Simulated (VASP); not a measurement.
# Dy (Fm-3m) in VASP: further runs

The runs below take Dy through single point, with PBE.

Everything below comes from runs of VASP 6.6.1. Logs are shortened: lines on timing, memory, paths and dates and some standing lists are left out, and cuts for length are marked.

## Step 1: The cell of the first run

The structure is cubic, space group Fm-3m (No. 225). Conventional cell: a = 5.014 Å, b = 5.014 Å, c = 5.014 Å, α = 90.00°, β = 90.00°, γ = 90.00°. Within 4.7 Å of Dy (site symmetry m-3m) lie 12 Dy at 3.55 Å.

## Step 2: Single point, PBE, collinear spin, ferromagnetic start

INCAR reads:

```
  ALGO = Normal
  EDIFF = 1E-6
  ENCUT = 520
  GGA = PE
  ISIF = 2
  ISMEAR = 0
  ISPIN = 2
  LASPH = T
  LCHARG = T
  LELF = T
  LMAXMIX = 6
  LORBIT = 11
  LREAL = F
  LVHAR = T
  LWAVE = F
  MAGMOM = 5
  NBANDS = 20
  NELM = 150
  PREC = Accurate
  SIGMA = 0.05
```

KPOINTS reads:

```
k-points
0
Gamma
  8 8 8
```

POSCAR reads:

```
Dy
1.0
    0.0000000000      2.5070375042      2.5070375042
    2.5070375042      0.0000000000      2.5070375042
    2.5070375042      2.5070375042      0.0000000000
Dy
1
Direct
    0.0000000000      0.0000000000      0.0000000000
```

Potentials or basis: VASP PAW PBE potentials, release 64 (Dy).

On the command line:

```bash
$ cat potpaw_PBE.64/Dy/POTCAR > POTCAR
$ mpirun -np 1 vasp_std > vasp.out
```

OUTCAR:

```text
EDIFF = 1E-6
   ENCUT = 520
   GGA = PE
   ISIF = 2
   ISMEAR = 0
   ISPIN = 2
   LASPH = T
   LORBIT = 11
   LREAL = F
   NELM = 150
   PREC = Accurate

 ion  position               nearest neighbor table
   1  0.000  0.000  0.000-

  LATTYP: Found a face centered cubic cell.
 ALAT       =     5.0140750084

  Lattice vectors:

 A1 = (   0.0000000000,   2.5070375042,   2.5070375042)
 A2 = (   2.5070375042,   0.0000000000,   2.5070375042)
 A3 = (   2.5070375042,   2.5070375042,   0.0000000000)

Analysis of symmetry for initial positions (statically):
=====================================================================
 Subroutine PRICEL returns:
 Original cell was already a primitive cell.

 Routine SETGRP: Setting up the symmetry group for a
 face centered cubic supercell.

 Subroutine GETGRP returns: Found 48 space group operations
 (whereof 48 operations were pure point group operations)
 out of a pool of 48 trial point group operations.

The static configuration has the point symmetry O_h .

Analysis of symmetry for dynamics (positions and initial velocities):
=====================================================================
 Subroutine PRICEL returns:
 Original cell was already a primitive cell.

 Routine SETGRP: Setting up the symmetry group for a
 face centered cubic supercell.

 Subroutine GETGRP returns: Found 48 space group operations
 (whereof 48 operations were pure point group operations)
 out of a pool of 48 trial point group operations.

The dynamic configuration has the point symmetry O_h .

Analysis of structural, dynamic, and magnetic symmetry:
=====================================================================
 Subroutine PRICEL returns:
 Original cell was already a primitive cell.

 Routine SETGRP: Setting up the symmetry group for a
 face centered cubic supercell.

 Subroutine GETGRP returns: Found 48 space group operations
 (whereof 48 operations were pure point group operations)
 out of a pool of 48 trial point group operations.

The overall configuration has the point symmetry O_h .

 Subroutine INISYM returns: Found 48 space group operations
 (whereof 48 operations are pure point group operations),
 and found     1 'primitive' translations

----------------------------------------------------------------------------------------

                                     Primitive cell

  volume of cell :      31.5147

  direct lattice vectors                    reciprocal lattice vectors
[... 101 lines left out ...]
   EFERMI_NEDOS =   21; number of points for ismear=-14 and -15
   IALGO  =     38    algorithm
   IMIX   =      4    mixing-type and parameters
     AMIX     =   0.40;   BMIX     =  1.00
     AMIX_MAG =   1.60;   BMIX_MAG =  1.00
  volume/ion in A,a.u.               =      31.51       212.67
  Fermi-wavevector in a.u.,A,eV,Ry     =   1.406849  2.658558 26.928960  1.979223
  Thomas-Fermi vector in A             =   2.529167
   LORBIT       =     11    0 simple, 1 ext, 2 COOP (PROOUT), +10 PAW based schemes
   GGA     = PE    functional components
   LHFCALC =     F    Hartree Fock is set to
   AEXX    =    0.0000 exact exchange contribution
   IVDW    =     0    specifies the selected vdW correction
   LEPSILON=     F    determine dielectric tensor
   LRPA    =     F    only Hartree local field effects (RPA)
 spin polarized calculation
 Gauss-broadening in eV      SIGMA  =   0.05
  energy-cutoff  :      520.00
  volume of cell :       31.51
 maximum number of plane-waves:       877
 NGX is ok and might be reduce to    28
   NGX = 13   NGY = 13   NGZ = 13

 number of electron      19.9999994 magnetization       4.8254065

 Free energy of the ion-electron system (eV)
  ---------------------------------------------------
  ext. energy  EPLUGINS =         0.00000000
  ---------------------------------------------------
  free energy    TOTEN  =        -7.78664656 eV

  energy without entropy =       -7.77026243  energy(sigma->0) =       -7.77845449

 E-fermi :   2.7313     XC(G=0): -10.1517

 val. band max:        2.7286602598   @ k =   0.5000   0.3750   0.1250
 cond. band min:       2.7317730937   @ k =   0.3750   0.2500   0.1250
 fundamental gap:      0.0031128339
 Fermi energy:         2.7312658273

 spin component 1

 k-point     1 :       0.0000    0.0000    0.0000
  band No.  band energies     occupation
      1     -44.3393      1.00000
      2     -19.8133      1.00000
      3     -19.8133      1.00000
      4     -19.8133      1.00000
      5      -2.3430      1.00000
      6      -0.7885      1.00000
[... 541 lines left out ...]
     19      14.5426      0.00000
     20      15.2877      0.00000

 [... further k-points ...]

 spin component 2

 k-point     1 :       0.0000    0.0000    0.0000
  band No.  band energies     occupation
      1     -42.2556      1.00000
      2     -18.2740      1.00000
      3     -18.2739      1.00000
      4     -18.2739      1.00000
      5      -1.9941      1.00000
      6       2.1376      1.00000
[... 541 lines left out ...]
     19      14.9926      0.00000
     20      16.0594      0.00000

 [... further k-points ...]

------------------------ aborting loop because EDIFF is reached ----------------------------------------

  FORCE on cell =-STRESS in cart. coord.  units (eV):
  Direction    XX          YY          ZZ          XY          YZ          ZX
  --------------------------------------------------------------------------------------
  -------------------------------------------------------------------------------------
  Total        0.1915318      0.1915318      0.1915318      0.0000000      0.0000000      0.0000000
  in kB        9.7373121      9.7373121      9.7373121      0.0000000      0.0000000      0.0000000
  external PRESSURE =       9.7373121 kB  Pullay stress =       0.0000000 kB

 VOLUME and BASIS-vectors are now :
 -----------------------------------------------------------------------------
  energy-cutoff  :      520.00
  volume of cell :       31.51
      direct lattice vectors                 reciprocal lattice vectors
     0.000000000  2.507037504  2.507037504    -0.199438580  0.199438580  0.199438580
     2.507037504  0.000000000  2.507037504     0.199438580 -0.199438580  0.199438580
     2.507037504  2.507037504  0.000000000     0.199438580  0.199438580 -0.199438580

 POSITION                                       TOTAL-FORCE (eV/Angst)
 -----------------------------------------------------------------------------------
      0.00000      0.00000      0.00000         0.000000      0.000000      0.000000
 -----------------------------------------------------------------------------------
    total drift:                               -0.000000      0.000000      0.000000

  FREE ENERGIE OF THE ION-ELECTRON SYSTEM (eV)
  ---------------------------------------------------
  free  energy   TOTEN  =        -7.7866465560 eV

  energy  without entropy=       -7.7702624339  energy(sigma->0) =       -7.77845449

 total charge

# of ion       s       p       d       f       tot
--------------------------------------------------
    1        2.168   5.801   0.537   9.263  17.769

 magnetization (x)

# of ion       s       p       d       f       tot
--------------------------------------------------
    1        0.010  -0.050   0.097   4.585   4.643
```

Wall time 59 s (1 thread of AMD EPYC 9R45 (Zen 5), shared host); peak memory 0.17 GiB.

Results:

- Free energy: -7.7866 eV
- Pressure: 1.0 GPa
- Net moment: 4.83 μB per cell
- Site moments: Dy +4.64 μB
- Valence electrons inside the program's atomic spheres: Dy 17.77

Caveat: the magnetic or orbital state may not be the lowest; spin-orbit coupling is left out, which moves the levels of the heavy elements. The state reached can hang on the start; a lower one may exist.

## Step 3: Single point, PBE, non-collinear spin, typed start, spin-orbit coupling

This run uses another cell than the first one, of 33.53 Å³/atom, 1.064 times its volume.

INCAR reads:

```
SYSTEM = Dy
  PREC = Accurate
  ENCUT = 520
  EDIFF = 1E-7
  ISMEAR = 0
  SIGMA = 0.05
  LREAL = .FALSE.
  LASPH = .TRUE.
  NELM = 150
  ALGO = Normal
  ISIF = 2
  LWAVE = .FALSE.
  LCHARG = .FALSE.
  LNONCOLLINEAR = .TRUE.
  MAGMOM = 0 0 4.76
  LORBIT = 11
  LSORBIT = .TRUE.
  GGA_COMPAT = .FALSE.
  LORBMOM = .TRUE.
  LMAXMIX = 6
  GGA = PE
  NBANDS = 31
```

KPOINTS reads:

```
regular mesh
0
G
  14 14 14
  0 0 0
```

POSCAR reads:

```
Dy
1.0
    0.0000000000      2.5594829481      2.5594829481
    2.5594829481      0.0000000000      2.5594829481
    2.5594829481      2.5594829481      0.0000000000
Dy
1
Direct
    0.0000000000      0.0000000000      0.0000000000
```

Potentials or basis: VASP PAW PBE potentials, release 64 (Dy).

On the command line:

```bash
$ cat potpaw_PBE.64/Dy/POTCAR > POTCAR
$ mpirun -np 1 vasp_ncl > vasp.out
```

OUTCAR:

```text
SYSTEM = Dy
   PREC = Accurate
   ENCUT = 520
   EDIFF = 1E-7
   ISMEAR = 0
   LREAL = .FALSE.
   LASPH = .TRUE.
   NELM = 150
   ISIF = 2
   LNONCOLLINEAR = .TRUE.
   LORBIT = 11
   LSORBIT = .TRUE.
   GGA = PE

 ion  position               nearest neighbor table
   1  0.000  0.000  0.000-

  LATTYP: Found a face centered cubic cell.
 ALAT       =     5.1189658962

  Lattice vectors:

 A1 = (   0.0000000000,   2.5594829481,   2.5594829481)
 A2 = (   2.5594829481,   0.0000000000,   2.5594829481)
 A3 = (   2.5594829481,   2.5594829481,   0.0000000000)

Analysis of symmetry for initial positions (statically):
=====================================================================
 Subroutine PRICEL returns:
 Original cell was already a primitive cell.

 Routine SETGRP: Setting up the symmetry group for a
 face centered cubic supercell.

 Subroutine GETGRP returns: Found 48 space group operations
 (whereof 48 operations were pure point group operations)
 out of a pool of 48 trial point group operations.

The static configuration has the point symmetry O_h .

Analysis of symmetry for dynamics (positions and initial velocities):
=====================================================================
 Subroutine PRICEL returns:
 Original cell was already a primitive cell.

 Routine SETGRP: Setting up the symmetry group for a
 face centered cubic supercell.

 Subroutine GETGRP returns: Found 48 space group operations
 (whereof 48 operations were pure point group operations)
 out of a pool of 48 trial point group operations.

The dynamic configuration has the point symmetry O_h .

Analysis of structural, dynamic, and magnetic symmetry:
=====================================================================
[... 991 lines left out ...]
  in kB       -2.5252810     -2.5252810      0.9904839     -0.0000119      0.0000000      0.0000000
  external PRESSURE =      -1.3533594 kB  Pullay stress =       0.0000000 kB

 VOLUME and BASIS-vectors are now :
 -----------------------------------------------------------------------------
  energy-cutoff  :      520.00
  volume of cell :       33.53
      direct lattice vectors                 reciprocal lattice vectors
     0.000000000  2.559482948  2.559482948    -0.195351956  0.195351956  0.195351956
     2.559482948  0.000000000  2.559482948     0.195351956 -0.195351956  0.195351956
     2.559482948  2.559482948  0.000000000     0.195351956  0.195351956 -0.195351956

 POSITION                                       TOTAL-FORCE (eV/Angst)
 -----------------------------------------------------------------------------------
      0.00000      0.00000      0.00000         0.000000      0.000000      0.000000
 -----------------------------------------------------------------------------------
    total drift:                               -0.000000     -0.000000      0.000000

  FREE ENERGIE OF THE ION-ELECTRON SYSTEM (eV)
  ---------------------------------------------------
  free  energy   TOTEN  =        -8.8257855412 eV

  energy  without entropy=       -8.8136275209  energy(sigma->0) =       -8.81970653

 orbital moment (x)

 # of ion     p       d       f       tot
 ------------------------------------------------
  1         0.000  -0.000  -0.000   0.000
 ------------------------------------------------
            0.000  -0.000  -0.000   0.000

 orbital moment (y)

 # of ion     p       d       f       tot
 ------------------------------------------------
  1        -0.000  -0.000   0.000  -0.000
 ------------------------------------------------
           -0.000  -0.000   0.000  -0.000

 orbital moment (z)

 # of ion     p       d       f       tot
 ------------------------------------------------
  1        -0.018  -0.006   2.719   2.695
 ------------------------------------------------
           -0.018  -0.006   2.719   2.695

 Spin-Orbit-Coupling matrix elements

 Ion:    1  E_soc:     -1.8769593
 l=   1
     0.0000000    -0.1968927    -0.1956948
    -0.1968927     0.0000000    -0.1968927
    -0.1956948    -0.1968927     0.0000000
 l=   2
     0.0000000    -0.0001766     0.0000000    -0.0001766    -0.0009924
    -0.0001766     0.0000000    -0.0008871    -0.0001188    -0.0002381
     0.0000000    -0.0008871     0.0000000    -0.0008871     0.0000000
    -0.0001766    -0.0001188    -0.0008871     0.0000000    -0.0002381
    -0.0009924    -0.0002381     0.0000000    -0.0002381     0.0000000
 l=   3
     0.0000000    -0.0082794     0.0000000     0.0000000     0.0000000    -0.0098211    -0.1195040
    -0.0082794     0.0000000    -0.0119138     0.0000000    -0.0119138    -0.0607977    -0.0082794
     0.0000000    -0.0119138     0.0000000    -0.0366370     0.0007560    -0.0162184     0.0000000
     0.0000000     0.0000000    -0.0366370     0.0000000    -0.0366370     0.0000000     0.0000000
     0.0000000    -0.0119138     0.0007560    -0.0366370     0.0000000    -0.0162184     0.0000000
    -0.0098211    -0.0607977    -0.0162184     0.0000000    -0.0162184     0.0000000    -0.0098211
    -0.1195040    -0.0082794     0.0000000     0.0000000     0.0000000    -0.0098211     0.0000000

 total charge

# of ion       s       p       d       f       tot
--------------------------------------------------
    1        2.161   5.883   0.483   9.309  17.835

 magnetization (x)

# of ion       s       p       d       f       tot
--------------------------------------------------
    1        0.000   0.000   0.000   0.000   0.000

 magnetization (y)

# of ion       s       p       d       f       tot
--------------------------------------------------
    1        0.000   0.000   0.000   0.000   0.000

 magnetization (z)

# of ion       s       p       d       f       tot
--------------------------------------------------
    1        0.009  -0.046   0.079   4.443   4.485
```

stdout:

```text
POSCAR found type information on POSCAR Dy
 POSCAR found :  1 types and       1 ions
 scaLAPACK will be used
 LDA part: xc-table for (Slater+PW92), standard interpolation
 POSCAR, INCAR and KPOINTS ok, starting setup
 FFT: planning ... GRIDC
 FFT: planning ... GRID_SOFT
 FFT: planning ... GRID
 WAVECAR not read
 entering main loop
```

Run time: 21 min. Hardware: 1 thread of AMD EPYC 9R45 (Zen 5), shared host; peak memory 0.67 GiB.

Results:

```
Free energy                                           : -8.8258 eV
Pressure                                              : -0.1 GPa
Net moment                                            : 4.66 μB per cell
Valence electrons inside the program's atomic spheres : Dy 17.84
```

Stress tensor (GPa, compression positive):
```
-0.25  0.00  0.00
 0.00 -0.25  0.00
 0.00  0.00  0.10
```

Moments on the atoms (μB; x, y, z):
```
Dy  0.00 0.00 4.49
```

Caveat: the magnetic or orbital state may not be the lowest. The state reached can hang on the start; a lower one may exist.
